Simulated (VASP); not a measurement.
Wanted: the native input for a VASP 6.6.1 run.

* Task: single point
* Functional: r2SCAN
* Potentials or basis: VASP PAW PBE potentials, release 64 (Cs_sv, Eu)
* Cutoff: 520 eV
* k mesh: 6 × 6 × 3
* Occupations: methfessel-paxton, width 0.3 eV
* Spin: collinear spin, ferromagnetic start
* Starting moments: [0.0, 7.0] μB
* Dipole correction: no
* Further INCAR settings: ALGO = Normal; EDIFF = 1e-06; NBANDS = 24

CsEu:

```
Cs Eu
1.0
     4.46442    0.00000    0.00000
    -2.23221    3.86630    0.00000
     0.00000    0.00000    8.00863
Cs Eu
1 1
Direct
  0.00000 0.00000 0.50000
  0.66667 0.33333 0.00000
```

The input as run:

POSCAR

```
CsEu
1.0
    4.4644198800      0.0000000000      0.0000000000
   -2.2322099400      3.8663010300      0.0000000000
    0.0000000000      0.0000000000      8.0086310000
Cs Eu
1 1
Direct
    0.0000000000      0.0000000000      0.5000000000
    0.6666666667      0.3333333333      0.0000000000
```

INCAR.step1

```
SYSTEM = CsEu
PREC     = Accurate       ! precision mode
ENCUT    = 520            ! plane-wave cutoff, eV
ISMEAR   = 1              ! smearing method
SIGMA    = 0.3            ! smearing width, eV
LREAL    = .False.        ! projectors in reciprocal space
LASPH    = .True.         ! aspherical terms in the spheres
NELM     = 150            ! most SCF steps
ISPIN    = 2              ! spin polarisation
MAGMOM   = 0 7            ! initial moments
LMAXMIX  = 6              ! l up to which the mixer works
NBANDS   = 24             ! bands
GGA      = PE             ! functional
ALGO     = Normal         ! electronic algorithm
EDIFF    = 1E-4           ! SCF threshold, eV
LWAVE    = .True.         ! write WAVECAR
LCHARG   = .False.        ! write CHGCAR
```

INCAR.step2

```
SYSTEM = CsEu
PREC     = Accurate       ! precision mode
ENCUT    = 520            ! plane-wave cutoff, eV
EDIFF    = 1E-6           ! SCF threshold, eV
ISMEAR   = 1              ! smearing method
SIGMA    = 0.3            ! smearing width, eV
LREAL    = .False.        ! projectors in reciprocal space
LASPH    = .True.         ! aspherical terms in the spheres
NELM     = 150            ! most SCF steps
ALGO     = Normal         ! electronic algorithm
ISIF     = 2              ! what is computed and relaxed
LWAVE    = .False.        ! write WAVECAR
LCHARG   = .False.        ! write CHGCAR
ISPIN    = 2              ! spin polarisation
MAGMOM   = 0 7            ! initial moments
LORBIT   = 11             ! projections on sites
LMAXMIX  = 6              ! l up to which the mixer works
METAGGA  = R2SCAN         ! meta-GGA
LMIXTAU  = .True.       
NBANDS   = 24             ! bands
ISTART   = 1
```

KPOINTS

```
regular mesh
0
Gamma
  6 6 3
  0 0 0
```

Potentials or basis: VASP PAW PBE potentials, release 64 (Cs_sv, Eu).

Command:

```bash
$ cat potpaw_PBE.64/Cs_sv/POTCAR potpaw_PBE.64/Eu/POTCAR > POTCAR
$ cp INCAR.step1 INCAR
$ mpirun -np 1 vasp_std > vasp.out
$ cp INCAR.step2 INCAR
$ mpirun -np 1 vasp_std > vasp.out
```

It gave:

```yaml
Pressure: -0.2 GPa
Net_moment: 7.86 μB per cell
Site_moments: Cs +0.05; Eu +6.70 μB
Valence_electrons_inside_the_program's_atomic_spheres: Cs 6.58; Eu 14.80
```

Caveat: the PAW data sets were made with another functional, which shifts forces and pressure a little.

Wall time 26 min on 1 thread of Oxide Virtual Turin-like Processor, with other jobs on the host, peak memory 0.38 GiB.
